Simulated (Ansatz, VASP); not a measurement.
# Pd in VASP and in Ansatz

```
Pd
1.0
     2.75277    0.00000    0.00000
    -1.37638    2.38397    0.00000
     0.00000    0.00000    4.49525
Pd
2
Direct
  0.00000 0.00000 0.00000
  0.33333 0.66667 0.50000
```

Alike in both runs: task relaxation of cell and atoms; functional PBE; k mesh 18 × 18 × 10; occupations gaussian, width 0.1 eV; no spin polarisation.

```csv
,VASP,Ansatz
version,VASP 6.6.1,Ansatz 0.2.0
potentials or method,"VASP PAW PBE potentials, release 64 (Pd), cutoff 600 eV","scalar-relativistic, plane waves, PAW"
valence electrons in the cell,20,36
```

|  | VASP | Ansatz | Ansatz less VASP |
| --- | --- | --- | --- |
| gap on the k mesh at the Fermi level, each at its own relaxed structure (eV) | none | none | - |
| relaxed volume (Å³/atom) | 15.37 | 15.40 | +0.033 |
| relaxed length of the cell vector where the two differ most in proportion (Å) | 4.640 | 4.646 | +0.0057 |

A gap of «none» marks a metal or a gap that the smearing closes. VASP's potentials hold 20 valence electrons a cell and Ansatz's 36, so a difference there can come from the potentials and not from the codes.
